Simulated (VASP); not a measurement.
# Sb (R-3m) in VASP: single point with PBE+D3(BJ)

Aim: the single point of Sb with PBE+D3(BJ).

Program: VASP 6.6.1. These are calculated values, not measurements. Logs are shortened: lines on timing, memory, paths and dates and some standing lists are left out, and cuts for length are marked.

## 1. The cell of the first run

Symmetry: R-3m, No. 166, trigonal system. The conventional cell has a = 4.167 Å, b = 4.167 Å, c = 11.969 Å, α = 90.00°, β = 90.00°, γ = 120.00°. Within 3.8 Å of Sb (site symmetry 3m) lie 6 Sb at 2.89 to 3.39 Å.

## 2. Single point, PBE+D3(BJ)

The input, INCAR:

```
ALGO     = Normal         # electronic algorithm
EDIFF    = 1E-6           # SCF threshold, eV
ENCUT    = 500            # plane-wave cutoff, eV
GGA      = PE             # functional
GGA_COMPAT= F            
ISIF     = 2              # what is computed and relaxed
ISMEAR   = 0              # smearing method
IVDW     = 12             # dispersion correction
LASPH    = T              # aspherical terms in the spheres
LCHARG   = T              # write CHGCAR
LELF     = T              # ELF
LREAL    = F              # projectors in reciprocal space
LVHAR    = T            
LWAVE    = F              # write WAVECAR
NBANDS   = 22             # bands
NELM     = 120            # most SCF steps
PREC     = Accurate       # precision mode
SIGMA    = 0.15           # smearing width, eV
```

The input, KPOINTS:

```
k-points
0
Gamma
  15 15 15
```

The input, POSCAR:

```
Sb
1.0
    2.0833495674      1.2028224336      3.9896147744
   -2.0833495674      1.2028224336      3.9896147744
    0.0000000000     -2.4056448671      3.9896147745
Sb
2
Direct
    0.2336400000      0.2336400000      0.2336400000
    0.7663600000      0.7663600000      0.7663600000
```

Potentials or basis: VASP PAW PBE potentials, release 64 (Sb_d_GW).

The run is started by

```console
cat potpaw_PBE.64/Sb_d_GW/POTCAR > POTCAR
mpirun -np 1 vasp_std > vasp.out
```

OUTCAR:

```text
EDIFF = 1E-6
   ENCUT = 500
   GGA = PE
   ISIF = 2
   ISMEAR = 0
   IVDW = 12
   LASPH = T
   LREAL = F
   NELM = 120
   PREC = Accurate
 IVDW          = 12

 ion  position               nearest neighbor table
   1  0.234  0.234  0.234-   2 2.89   2 2.89   2 2.89   2 3.39   2 3.39   2 3.39
   2  0.766  0.766  0.766-   1 2.89   1 2.89   1 2.89   1 3.39   1 3.39   1 3.39

  LATTYP: Found a trigonal (rhomboedric) cell.
 ALAT       =     4.6587716487
 COS(alpha) =     0.6000447136

  Lattice vectors:

 A1 = (   2.0833495674,   1.2028224336,   3.9896147744)
 A2 = (  -2.0833495674,   1.2028224336,   3.9896147744)
 A3 = (   0.0000000000,  -2.4056448671,   3.9896147745)

Analysis of symmetry for initial positions (statically):
=====================================================================
 Subroutine PRICEL returns:
 Original cell was already a primitive cell.

 Routine SETGRP: Setting up the symmetry group for a
 trigonal (rhombohedral) supercell.

 Subroutine GETGRP returns: Found 12 space group operations
 (whereof 12 operations were pure point group operations)
 out of a pool of 12 trial point group operations.

The static configuration has the point symmetry D_3d.

Analysis of symmetry for dynamics (positions and initial velocities):
=====================================================================
 Subroutine PRICEL returns:
 Original cell was already a primitive cell.

 Routine SETGRP: Setting up the symmetry group for a
 trigonal (rhombohedral) supercell.

 Subroutine GETGRP returns: Found 12 space group operations
 (whereof 12 operations were pure point group operations)
 out of a pool of 12 trial point group operations.

The dynamic configuration has the point symmetry D_3d.

 Subroutine INISYM returns: Found 12 space group operations
 (whereof 12 operations are pure point group operations),
 and found     1 'primitive' translations

----------------------------------------------------------------------------------------

                                     Primitive cell

  volume of cell :      59.9854

  direct lattice vectors                    reciprocal lattice vectors
     2.083349567  1.202822434  3.989614774     0.239998130  0.138562985  0.083550255
    -2.083349567  1.202822434  3.989614774    -0.239998130  0.138562985  0.083550255
     0.000000000 -2.405644867  3.989614775     0.000000000 -0.277125970  0.083550255

  length of vectors
     4.658771649  4.658771649  4.658771649     0.289446797  0.289446797  0.289446797

  position of ions in fractional coordinates (direct lattice)
     0.233640000  0.233640000  0.233640000
     0.766360000  0.766360000  0.766360000

  ion indices of the primitive-cell ions
   primitive index   ion index
                 1           1
                 2           2

----------------------------------------------------------------------------------------

 KPOINTS: k-points

Automatic generation of k-mesh.
 Grid dimensions read from file:
 generate k-points for:   15   15   15

 Generating k-lattice:

  Cartesian coordinates                     Fractional coordinates (reciprocal lattice)
     0.015999875  0.009237532  0.005570017     0.066666667  0.000000000 -0.000000000
    -0.015999875  0.009237532  0.005570017     0.000000000  0.066666667 -0.000000000
     0.000000000 -0.018475065  0.005570017    -0.000000000 -0.000000000  0.066666667

  Length of vectors
     0.019296453  0.019296453  0.019296453

  Shift w.r.t. Gamma in fractional coordinates (k-lattice)
     0.000000000  0.000000000  0.000000000

 Subroutine IBZKPT returns following result:
 ===========================================

 Found    344 irreducible k-points:

 Following reciprocal coordinates:
            Coordinates               Weight
  0.000000  0.000000  0.000000      1.000000
  0.066667 -0.000000  0.000000      6.000000
  0.133333 -0.000000  0.000000      6.000000
  0.200000 -0.000000 -0.000000      6.000000
  0.266667 -0.000000  0.000000      6.000000
  0.333333 -0.000000  0.000000      6.000000
[... 16 lines left out ...]
  0.133333  0.133333  0.000000      6.000000
  0.200000  0.133333  0.000000     12.000000
 [... further k-points ...]
   k-points           NKPTS =    344   k-points in BZ     NKDIM =    344   number of bands    NBANDS=     22
   number of dos      NEDOS =    301   number of ions     NIONS =      2
   total plane-waves  NPLWV =  46656
   dimension x,y,z NGX =    36 NGY =   36 NGZ =   36
   dimension x,y,z NGXF=    72 NGYF=   72 NGZF=   72
   ions per type =               2
   NGX,Y,Z   is equivalent  to a cutoff of  12.85, 12.85, 12.85 a.u.
   NGXF,Y,Z  is equivalent  to a cutoff of  25.69, 25.69, 25.69 a.u.
 SYSTEM =  unknown system
   PREC   = accura    normal or accurate (medium, high low for compatibility)
   ISTART =      0    job   : 0-new  1-cont  2-samecut
   ICHARG =      2    charge: 1-file 2-atom 10-const
   ISPIN  =      1    spin polarized calculation?
   LNONCOLLINEAR =      F non collinear calculations
   LSORBIT =      F    spin-orbit coupling
   LASPH  =      T    aspherical Exc in radial PAW
   ENCUT  =  500.0 eV  36.75 Ry    6.06 a.u.   8.49  8.49  8.49*2*pi/ulx,y,z
   NELM   =    120;   NELMIN=  2; NELMDL= -5     # of ELM steps
   EDIFF  = 0.1E-05   stopping-criterion for ELM
   LREAL  =      F    real-space projection
   EDIFFG = 0.1E-04   stopping-criterion for IOM
   NSW    =      0    number of steps for IOM
   IBRION =     -1    ionic relax: 0-MD 1-quasi-New 2-CG
   NFREE  =      0    steps in history (QN), initial steepest desc. (CG)
   ISIF   =      2    stress and relaxation
   ISYM   =      2    0-nonsym 1-usesym 2-fastsym
   POTIM  = 0.5000    time-step for ionic-motion
   TEBEG  =    0.0;   TEEND  =   0.0 temperature during run
   PSTRESS=    0.0 pullay stress
   NELECT =      30.0000    total number of electrons
   NUPDOWN=      -1.0000    fix difference up-down
   EMIN   =  10.00;   EMAX   =-10.00  energy-range for DOS
   EFERMI =   0.00;   METHOD = LEGACY
   ISMEAR =     0;   SIGMA  =   0.15  broadening in eV -4-tet -1-fermi 0-gaus
   EFERMI_NEDOS =   21; number of points for ismear=-14 and -15
   IALGO  =     38    algorithm
   IMIX   =      4    mixing-type and parameters
     AMIX     =   0.40;   BMIX     =  1.00
     AMIX_MAG =   1.60;   BMIX_MAG =  1.00
  volume/ion in A,a.u.               =      29.99       202.40
  Fermi-wavevector in a.u.,A,eV,Ry     =   1.299471  2.455644 22.975140  1.688625
  Thomas-Fermi vector in A             =   2.430733
   LORBIT       =      0    0 simple, 1 ext, 2 COOP (PROOUT), +10 PAW based schemes
   GGA     = PE    functional components
   LHFCALC =     F    Hartree Fock is set to
   AEXX    =    0.0000 exact exchange contribution
   IVDW    =    12    specifies the selected vdW correction
   LEPSILON=     F    determine dielectric tensor
   LRPA    =     F    only Hartree local field effects (RPA)
 non-spin polarized calculation
 Gauss-broadening in eV      SIGMA  =   0.15
  energy-cutoff  :      500.00
  volume of cell :       59.99
 maximum number of plane-waves:      1554
 NGX is ok and might be reduce to    36
   NGX = 17   NGY = 17   NGZ = 17

 number of electron      30.0000004 magnetization

 Free energy of the ion-electron system (eV)
  ---------------------------------------------------
  ext. energy  EPLUGINS =         0.00000000
  ---------------------------------------------------
  free energy    TOTEN  =        -8.23459833 eV

  energy without entropy =       -8.22805134  energy(sigma->0) =       -8.23132483

 E-fermi :   5.4208     XC(G=0):  -9.9269

 val. band max:        5.4154824413   @ k =  -0.4000   0.0667   0.0667
 cond. band min:       5.4277998077   @ k =   0.4667   0.3333   0.2667
 fundamental gap:      0.0123173664
 Fermi energy:         5.4208421705

 k-point     1 :       0.0000    0.0000    0.0000
  band No.  band energies     occupation
      1     -24.0213      2.00000
      2     -24.0213      2.00000
      3     -23.9269      2.00000
      4     -23.9269      2.00000
      5     -23.9171      2.00000
      6     -23.8131      2.00000
[... 14 lines left out ...]
     21      11.0259      0.00000
     22      12.1983      0.00000

 k-point     2 :       0.0667   -0.0000    0.0000
  band No.  band energies     occupation
      1     -24.0196      2.00000
      2     -24.0186      2.00000
      3     -23.9262      2.00000
      4     -23.9254      2.00000
      5     -23.9160      2.00000
      6     -23.8142      2.00000
[... 14 lines left out ...]
     21      11.0303      0.00000
     22      12.7147      0.00000

 k-point     3 :       0.1333   -0.0000    0.0000
  band No.  band energies     occupation
      1     -24.0146      2.00000
      2     -24.0104      2.00000
      3     -23.9245      2.00000
      4     -23.9211      2.00000
      5     -23.9125      2.00000
      6     -23.8174      2.00000
[... 14 lines left out ...]
     21      11.2035      0.00000
     22      13.7135      0.00000

 k-point     4 :       0.2000   -0.0000   -0.0000
  band No.  band energies     occupation
      1     -24.0068      2.00000
      2     -23.9972      2.00000
      3     -23.9223      2.00000
      4     -23.9141      2.00000
      5     -23.9063      2.00000
      6     -23.8227      2.00000
[... 14 lines left out ...]
     21      11.6532      0.00000
     22      14.8869      0.00000

 k-point     5 :       0.2667   -0.0000    0.0000
  band No.  band energies     occupation
      1     -23.9972      2.00000
      2     -23.9797      2.00000
      3     -23.9199      2.00000
      4     -23.9051      2.00000
      5     -23.8978      2.00000
      6     -23.8299      2.00000
[... 417 lines left out ...]
 k-point    22 :      -0.0667    0.0667    0.0000
  band No.  band energies     occupation
      1     -24.0186      2.00000
      2     -24.0117      2.00000
      3     -23.9255      2.00000
      4     -23.9227      2.00000
      5     -23.9136      2.00000
      6     -23.8171      2.00000
[... 14 lines left out ...]
     21      11.3162      0.00000
     22      12.9565      0.00000

 k-point    23 :       0.1333    0.1333    0.0000
  band No.  band energies     occupation
      1     -24.0200      2.00000
      2     -24.0017      2.00000
      3     -23.9266      2.00000
      4     -23.9187      2.00000
      5     -23.9110      2.00000
      6     -23.8197      2.00000
[... 14 lines left out ...]
     21      11.7004      0.00000
     22      13.0834      0.00000

 k-point    24 :       0.2000    0.1333    0.0000
  band No.  band energies     occupation
      1     -24.0172      2.00000
      2     -23.9910      2.00000
      3     -23.9255      2.00000
      4     -23.9150      2.00000
      5     -23.9063      2.00000
      6     -23.8243      2.00000
[... 14 lines left out ...]
     21      12.1296      0.00000
     22      13.3476      0.00000

 [... further k-points ...]

------------------------ aborting loop because EDIFF is reached ----------------------------------------

 Edisp (eV)   -0.95075

 E8    (eV) :    -0.4432

  FORCE on cell =-STRESS in cart. coord.  units (eV):
  Direction    XX          YY          ZZ          XY          YZ          ZX
  --------------------------------------------------------------------------------------
  -------------------------------------------------------------------------------------
  Total       0.68276     0.68276    -0.32198     0.00000    -0.00000     0.00000
  in kB      18.23625    18.23625    -8.59981     0.00000    -0.00000     0.00000
  external pressure =        9.29 kB  Pullay stress =        0.00 kB

 VOLUME and BASIS-vectors are now :
 -----------------------------------------------------------------------------
  energy-cutoff  :      500.00
  volume of cell :       59.99
      direct lattice vectors                 reciprocal lattice vectors
     2.083349567  1.202822434  3.989614774     0.239998130  0.138562985  0.083550255
    -2.083349567  1.202822434  3.989614774    -0.239998130  0.138562985  0.083550255
     0.000000000 -2.405644867  3.989614775     0.000000000 -0.277125970  0.083550255

 POSITION                                       TOTAL-FORCE (eV/Angst)
 -----------------------------------------------------------------------------------
      0.00000      0.00000      2.79640         0.000000      0.000000      0.145846
      0.00000      0.00000      9.17244         0.000000     -0.000000     -0.145846
 -----------------------------------------------------------------------------------
    total drift:                               -0.000000      0.000000      0.000000

  FREE ENERGIE OF THE ION-ELECTRON SYSTEM (eV)
  ---------------------------------------------------
  free  energy   TOTEN  =        -9.1853479487 eV

  energy  without entropy=       -9.1788009622  energy(sigma->0) =       -9.18207446
```

It took 12 min on 1 thread of Intel Xeon Platinum 8259CL at 2.50GHz (Skylake/Cascade Lake), shared host; peak memory 0.54 GiB.

What came out:

| Property | Result |
| --- | --- |
| Free energy | -9.1853 eV |
| Pressure | 0.9 GPa |
| Largest force | 0.146 eV/Å |
| Band gap on the k mesh | zero (bands 15 and 16 overlap by 0.70 eV) |
| Dispersion energy per atom | -0.475 eV |

Forces in eV/Å, atoms in the order of the input:
```
Sb   0.000  0.000  0.146
Sb   0.000  0.000 -0.146
```

Caveat: spin-orbit coupling is left out, which moves the levels of the heavy elements.
